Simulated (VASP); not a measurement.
Cr: single point with PBE

Cr:

```xyz
1
Lattice="-1.4996 1.4996 1.4420 1.4996 -1.4996 1.4420 1.4996 1.4996 -1.4420" Properties=species:S:1:pos:R:3 pbc="T T T"
Cr    0.0000    0.0000    0.0000
```

This cell differs from its parent crystal: strain +0.040 along x and y, +0.000 along z.

```json
{
 "Program": "VASP 6.6.1",
 "Task": "single point",
 "Functional": "PBE",
 "Potentials or basis": "VASP PAW PBE potentials, release 64 (Cr_pv)",
 "Cutoff": "520 eV",
 "k mesh": "24 × 24 × 24",
 "Occupations": "gaussian, width 0.15 eV",
 "Spin": "no spin polarisation"
}
```

| Property | Result |
| --- | --- |
| Pressure | -23.4 GPa |
| Band gap on the k mesh | zero (band 6 reaches 11.45 eV, above the bottom of band 7 at 8.67 eV) |

Stress tensor (GPa, compression positive):
```
-26.95   0.00   0.00
  0.00 -26.95   0.00
  0.00   0.00 -16.41
```

Levels at points of the mesh, in eV from the Fermi level:
```
           k point  band 3  band 4  band 5  band 6  band 7  band 8  band 9  band 10
(0.00, 0.00, 0.00)  -42.85   -7.42   -0.96   -0.67   -0.67    0.83    1.12     7.05
(0.50, 0.00, 0.00)  -42.88   -3.89   -2.19    0.99    0.99    1.38    2.40     7.04
(0.50, 0.50, 0.00)  -42.87   -3.87   -1.86    0.67    0.76    1.16    2.37     7.04
(0.50, 0.50, 0.50)  -43.26   -3.70   -3.59    2.05    2.05    2.11    7.05     9.17
```

Wall time 70 s on 1 thread of Intel(R) Xeon(R) Platinum 8559C (Emerald Rapids) (shared host), peak memory 0.26 GiB.

Caveat: the cell differs from its parent crystal (strain +0.040 along x and y, +0.000 along z); the run has no spin polarisation, though such a crystal can be magnetic. Spin polarisation is off, so any magnetic state and its effect on volume and gap are missing.
